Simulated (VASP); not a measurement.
Input of a VASP 6.6.1 run:

Contents of INCAR:

```
SYSTEM = Ge
  PREC = Accurate
  ENCUT = 500
  EDIFF = 1E-6
  ISMEAR = 0
  SIGMA = 0.1
  LREAL = .False.
  LASPH = .True.
  NELM = 120
  ALGO = Normal
  ISIF = 2
  LWAVE = .False.
  LCHARG = .True.
  GGA = PS
  LELF = .True.
  LVHAR = .True.
  NBANDS = 21
  GGA_COMPAT = .False.
```

File KPOINTS:

```
Automatic mesh
0
Gamma
  12 12 12
  0 0 0
```

POSCAR

```
Ge
1.0
    0.0214212538      2.8309079902      2.8094867364
    2.8309079902      0.0214212538      2.8094867364
    2.8523292440      2.8523292440      0.0000000000
Ge
2
Direct
    0.0010809082      0.0010809082     -0.0010809082
    0.2489190918      0.2489190918      0.2510809082
```

Potentials or basis: VASP PAW PBE potentials, release 64 (Ge_d).

Run with:

```console
$ cat potpaw_PBE.64/Ge_d/POTCAR > POTCAR
$ mpirun -np 1 vasp_std > vasp.out
```

What does it give for the pressure?

0.6 GPa.

Forces in eV/Å, atoms in the order of the input:
```
Ge   0.000  0.000 -0.002
Ge   0.000  0.000  0.002
```

Caveat: the cell differs from its parent crystal (strained cell); the PAW data sets were made with another functional, which shifts forces and pressure a little.
